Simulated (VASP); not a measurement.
# SnSe (rocksalt type): relaxation of cell and atoms with PBE

SnSe (rocksalt type):

```xyz
2
Lattice="0.0000 2.5857 2.5857 2.5857 0.0000 2.5857 2.5857 2.5857 0.0000" Properties=species:S:1:pos:R:3 pbc="T T T"
Sn    0.0000    0.0000    0.0000
Se    2.5857    2.5857    2.5857
```

* Program: VASP 6.6.1
* Task: relaxation of cell and atoms
* Functional: PBE
* Potentials or basis: VASP PAW PBE potentials, release 64 (Sn_d, Se)
* Cutoff: 600 eV
* k mesh: 15 × 15 × 15
* Occupations: fermi-dirac, width 0.05 eV
* Spin: no spin polarisation
* Target pressure: 64 GPa
* Dipole correction: no
* Further INCAR settings: ALGO = Normal; EDIFF = 1e-06; IBRION = 2; EDIFFG = -0.005; NSW = 32; ISIF = 3

* Relaxed volume: 17.31 Å³/atom
* Relaxed cell: a = 3.658 Å, b = 3.658 Å, c = 3.658 Å, α = 60.00°, β = 60.00°, γ = 60.00°
* Space group after relaxing (to 0.05 Å): Fm-3m (No. 225)
* Energy change on relaxing (the enthalpy is what falls): -7.3 meV/atom
* Ionic steps: 3
* Pressure after relaxing: 64.0 GPa

The path:
```tsv
step	energy change (eV)	largest force (eV/Å)	pressure (GPa)	volume (Å³)
1	0.0000	0.0000	64.31	34.58
2	-0.0672	0.0000	62.99	34.74
3	-0.0146	0.0000	64.00	34.61
```

Final structure:
```
Sn Se
1.0
     0.00000    2.58661    2.58661
     2.58661    0.00000    2.58661
     2.58661    2.58661    0.00000
Sn Se
1 1
Cartesian
  0.0000 0.0000 0.0000
  2.5866 2.5866 2.5866
```

Levels at points of the mesh, in eV from the Fermi level:
```csv
k point,band 7,band 8,band 9,band 10,band 11,band 12,band 13,band 14
"(0.00, 0.00, 0.00)",-4.14,-4.14,-4.14,-3.23,4.72,4.72,4.72,5.72
```

Wall time 2.6 min on 1 thread of Intel(R) Xeon(R) Platinum 8488C (Sapphire Rapids), with other jobs on the host, peak memory 0.23 GiB.

Caveat: this odd mesh misses L, where the gap lies, so gap, dielectric constants and Born charges aren't listed; the cell is relaxed towards a set pressure, so the enthalpy falls and the energy may rise; spin-orbit coupling is left out, which moves the levels of the heavy elements.
